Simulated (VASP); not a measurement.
# AlN in VASP: a series of runs, part 2 of 2

VASP 6.6.1.

## Step 4: Single point, PBE (strain +0.015 along x and y, +0.015 along z)

Input file INCAR:

```
SYSTEM = AlN
  ALGO = Normal
  EDIFF = 1E-7
  ENCUT = 520
  GGA = PE
  ISIF = 2
  ISMEAR = 0
  LASPH = .True.
  LCHARG = .False.
  LREAL = .False.
  LWAVE = .False.
  NBANDS = 11
  NELM = 100
  PREC = Accurate
  SIGMA = 0.05
```

Input file KPOINTS:

```
k-points
0
Gamma
  10 10 10
  0 0 0
```

Input file POSCAR:

```
AlN
1.0
    0.0000000000      2.2346109109      2.2346109109
    2.2346109109      0.0000000000      2.2346109109
    2.2346109109      2.2346109109      0.0000000000
Al N
1 1
Direct
    0.0000000000      0.0000000000      0.0000000000
    0.7500000000      0.7500000000      0.7500000000
```

Potentials or basis: VASP PAW PBE potentials, release 64 (Al, N).

The run is started by

```console
$ cat potpaw_PBE.64/Al/POTCAR potpaw_PBE.64/N/POTCAR > POTCAR
$ mpirun -np 1 vasp_std > vasp.out
```

OUTCAR:

```text
SYSTEM = AlN
   EDIFF = 1E-7
   ENCUT = 520
   GGA = PE
   ISIF = 2
   ISMEAR = 0
   LASPH = .True.
   LREAL = .False.
   NELM = 100
   PREC = Accurate

 ion  position               nearest neighbor table
   1  0.000  0.000  0.000-   2 1.94   2 1.94   2 1.94   2 1.94
   2  0.750  0.750  0.750-   1 1.94   1 1.94   1 1.94   1 1.94

  LATTYP: Found a face centered cubic cell.
 ALAT       =     4.4692218218

  Lattice vectors:

 A1 = (   0.0000000000,   2.2346109109,   2.2346109109)
 A2 = (   2.2346109109,   0.0000000000,   2.2346109109)
 A3 = (   2.2346109109,   2.2346109109,   0.0000000000)
[... 512 lines left out ...]
      7      16.8162      0.00000
      8      19.1825      0.00000
      9      19.6429      0.00000
     10      25.8744      0.00000
     11      27.7165      0.00000

 [... further k-points ...]
[... 5 lines left out ...]
  --------------------------------------------------------------------------------------
  -------------------------------------------------------------------------------------
  Total       -1.1358801     -1.1358801     -1.1358801      0.0000000      0.0000000     -0.0000000
  in kB      -81.5468802    -81.5468802    -81.5468802      0.0000000      0.0000000     -0.0000000
  external PRESSURE =     -81.5468802 kB  Pullay stress =       0.0000000 kB

 VOLUME and BASIS-vectors are now :
 -----------------------------------------------------------------------------
  energy-cutoff  :      520.00
  volume of cell :       22.32
      direct lattice vectors                 reciprocal lattice vectors
     0.000000000  2.234610911  2.234610911    -0.223752599  0.223752599  0.223752599
     2.234610911  0.000000000  2.234610911     0.223752599 -0.223752599  0.223752599
     2.234610911  2.234610911  0.000000000     0.223752599  0.223752599 -0.223752599

 POSITION                                       TOTAL-FORCE (eV/Angst)
 -----------------------------------------------------------------------------------
      0.00000      0.00000      0.00000         0.000000      0.000000      0.000000
      3.35192      3.35192      3.35192        -0.000000     -0.000000     -0.000000
 -----------------------------------------------------------------------------------
    total drift:                                0.000000      0.000000      0.000000

  FREE ENERGIE OF THE ION-ELECTRON SYSTEM (eV)
  ---------------------------------------------------
  free  energy   TOTEN  =       -14.8213878075 eV

  energy  without entropy=      -14.8213878075  energy(sigma->0) =      -14.82138781
```

Wall time 3.5 s (1 thread of Intel Xeon 6975P-C (Granite Rapids), shared host); peak memory 0.13 GiB.

What came out:

```yaml
Free_energy: -14.8214 eV
Pressure: -8.2 GPa
Band_gap_on_the_k_mesh: 3.28 eV, indirect (least direct gap 3.60 eV)
```

Levels at points of the mesh, in eV from the valence-band top:
```
           k point  band 1  band 2  band 3  band 4  band 5  band 6  band 7  band 8
(0.00, 0.00, 0.00)  -14.59    0.00    0.00    0.00    3.60   11.89   11.89   11.89
(0.50, 0.00, 0.00)  -12.74   -5.57   -0.47   -0.47    6.76    9.40   10.72   10.72
(0.50, 0.50, 0.00)  -12.17   -4.70   -1.70   -1.70    3.28    8.19   13.07   14.89
```

Caveat: the cell differs from its parent crystal (strain +0.015 along x and y, +0.015 along z).

## Step 5: Single point, PBE (strain +0.030 along x and y, +0.030 along z)

Input file INCAR:

```
SYSTEM = AlN
ALGO = Normal ; EDIFF = 1E-7
ENCUT = 520 ; GGA = PE
ISIF = 2 ; ISMEAR = 0
LASPH = .True. ; LCHARG = .True.
LELF = .True. ; LREAL = .False.
LVHAR = .True. ; LWAVE = .False.
NBANDS = 11 ; NELM = 60
PREC = Accurate ; SIGMA = 0.05
```

KPOINTS is that of step 4.

Input file POSCAR:

```
AlN
1.0
    0.0000000000      2.2676347174      2.2676347174
    2.2676347174      0.0000000000      2.2676347174
    2.2676347174      2.2676347174      0.0000000000
Al N
1 1
Direct
    0.0000000000      0.0000000000      0.0000000000
    0.7500000000      0.7500000000      0.7500000000
```

The run is started by

```console
$ cat potpaw_PBE.64/Al/POTCAR potpaw_PBE.64/N/POTCAR > POTCAR
$ mpirun -np 1 vasp_std > vasp.out
```

It took 3.9 s on 1 thread of Intel Xeon 6975P-C (Granite Rapids), shared host; peak memory 0.13 GiB.

The run converged. Its results:

```yaml
Free_energy: -14.7498 eV
Pressure: -14.6 GPa
Band_gap_on_the_k_mesh: 3.23 eV, direct
```

Levels at points of the mesh, in eV from the valence-band top:
```csv
k point,band 1,band 2,band 3,band 4,band 5,band 6,band 7,band 8,band 9
"(0.00, 0.00, 0.00)",-14.36,0.00,0.00,0.00,3.23,11.48,11.48,11.48,16.80
"(0.50, 0.00, 0.00)",-12.62,-5.40,-0.47,-0.47,6.38,9.11,10.45,10.45,16.58
"(0.50, 0.50, 0.00)",-12.09,-4.58,-1.65,-1.65,3.25,7.92,12.54,14.37,14.37
```

Caveat: the cell differs from its parent crystal (strain +0.030 along x and y, +0.030 along z). A k mesh can miss the band edges.

## Step 6: Single point, PBE (strain -0.030 along x and y, -0.015 along z)

Input file INCAR:

```
PREC = Accurate
ENCUT = 520
EDIFF = 1E-7
ISMEAR = 0
SIGMA = 0.05
LREAL = F
LASPH = T
NELM = 80
ALGO = Normal
ISIF = 2
LWAVE = F
LCHARG = F
GGA = PE
NBANDS = 11
```

Input file KPOINTS:

```
Automatic mesh
0
Gamma
  10 10 10
```

Input file POSCAR:

```
AlN
1.0
    0.0000000000      2.1355394912      2.1685632977
    2.1355394912      0.0000000000      2.1685632977
    2.1355394912      2.1355394912      0.0000000000
Al N
1 1
Direct
    0.0000000000      0.0000000000      0.0000000000
    0.7500000000      0.7500000000      0.7500000000
```

Potentials or basis: VASP PAW PBE potentials, release 64 (Al, N).

The run is started by

```console
$ cat potpaw_PBE.64/Al/POTCAR potpaw_PBE.64/N/POTCAR > POTCAR
$ mpirun -np 1 vasp_std > vasp.out
```

Wall time 5.6 s (1 thread of Intel Xeon 6975P-C (Granite Rapids), shared host); peak memory 0.14 GiB.

It converged, with:

* Free energy: -14.7699 eV
* Pressure: 16.7 GPa
* Band gap on the k mesh: 3.30 eV, indirect (least direct gap 4.64 eV)

Stress tensor (GPa, compression positive):
```
17.40  0.00  0.00
 0.00 17.40  0.00
 0.00  0.00 15.38
```

Levels at points of the mesh, in eV from the valence-band top:
| k point | band 1 | band 2 | band 3 | band 4 | band 5 | band 6 | band 7 | band 8 |
| --- | --- | --- | --- | --- | --- | --- | --- | --- |
| (0.00, 0.00, 0.00) | -15.31 | -0.07 | 0.00 | 0.00 | 4.64 | 13.06 | 13.06 | 13.07 |
| (0.50, 0.00, 0.00) | -13.10 | -6.10 | -0.58 | -0.44 | 7.82 | 10.20 | 11.32 | 11.60 |
| (0.50, 0.50, 0.00) | -12.47 | -5.19 | -1.76 | -1.76 | 3.37 | 9.07 | 14.47 | 16.46 |
| (0.50, 0.00, 0.50) | -12.39 | -5.04 | -1.89 | -1.89 | 3.30 | 8.83 | 14.75 | 16.08 |

Caveat: the cell differs from its parent crystal (strain -0.030 along x and y, -0.015 along z).

## Step 7: Summary

| cell | gap on the mesh (eV) | pressure (GPa) |
| --- | --- | --- |
| a = 3.020 Å, angles 60.0°, 2 atoms | 3.35 | 20.8 |
| a = 3.067 Å, angles 60.0°, 2 atoms | 3.33 | 9.3 |
| a = 3.160 Å, angles 60.0°, 2 atoms | 3.28 | -8.2 |
| a = 3.207 Å, angles 60.0°, 2 atoms | 3.23 | -14.6 |
| a = 3.044, b = 3.044, c = 3.020 Å, angles 60.3, 60.3, 59.5°, 2 atoms | 3.30 | 16.7 |

Alike in all rows: task single point; level PBE; potentials or basis VASP PAW PBE potentials, release 64 (Al, N); no spin polarisation; k mesh 10 × 10 × 10; cutoff (eV) 520; smearing gaussian 0.05 eV.

Total energies depend on the potentials used, so only differences within one code and one set of settings carry meaning.
